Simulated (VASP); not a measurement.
CsBr:

```xyz
2
Lattice="4.3893 0.0000 0.0000 0.0000 4.3893 0.0000 0.0000 0.0000 4.3893" Properties=species:S:1:pos:R:3 pbc="T T T"
Cs    0.0000    0.0000    0.0000
Br    2.1947    2.1947    2.1947
```

| Item | Value |
| --- | --- |
| Program | VASP 6.6.1 |
| Task | relaxation of cell and atoms |
| Functional | LDA |
| Potentials or basis | VASP PAW LDA potentials, release 64 (Cs_sv, Br) |
| Cutoff | 500 eV |
| k mesh | 6 × 6 × 6 |
| Occupations | fermi-dirac, width 0.02 eV |
| Spin | no spin polarisation |

At the start: pressure -2.3 GPa; volume 42.28 Å³/atom.

**Question.** Where does the relaxation end?

**Answer.** Over 17 steps the energy falls by 56.8 meV/atom and the volume is 35.69 Å³/atom (-15.6 %); space group Pm-3m (No. 221, to 0.1 Å) before and after.

The path:
```
step  energy change (eV)  largest force (eV/Å)  pressure (GPa)  volume (Å³)
   1              0.0000                0.0000           -2.31        84.56
   2             -0.0856                0.0000           -1.38        77.33
   3             -0.1133                0.0000           -0.19        71.99
   4             -0.1136                0.0000            0.04        71.23
   5             -0.1136                0.0000           -0.04        71.49
   6             -0.1136                0.0000           -0.04        71.48
   7             -0.1136                0.0000           -0.04        71.48
   8             -0.1136                0.0000           -0.04        71.48
   9             -0.1136                0.0000           -0.04        71.48
  10             -0.1136                0.0000           -0.04        71.48
  11             -0.1136                0.0000           -0.04        71.48
  12             -0.1136                0.0000           -0.04        71.47
  13             -0.1136                0.0000           -0.04        71.47
  14             -0.1136                0.0000           -0.04        71.47
  15             -0.1136                0.0000           -0.03        71.46
  16             -0.1137                0.0000           -0.03        71.43
  17             -0.1137                0.0000           -0.01        71.39
```

Final structure:
```
Cs Br
1.0
     4.14833    0.00000    0.00000
     0.00000    4.14833    0.00000
     0.00000    0.00000    4.14833
Cs Br
1 1
Direct
  0.00000 0.00000 0.00000
  0.50000 0.50000 0.50000
```

Caveat: the volume moved by over 15 % at a fixed basis, so the end points are rough.
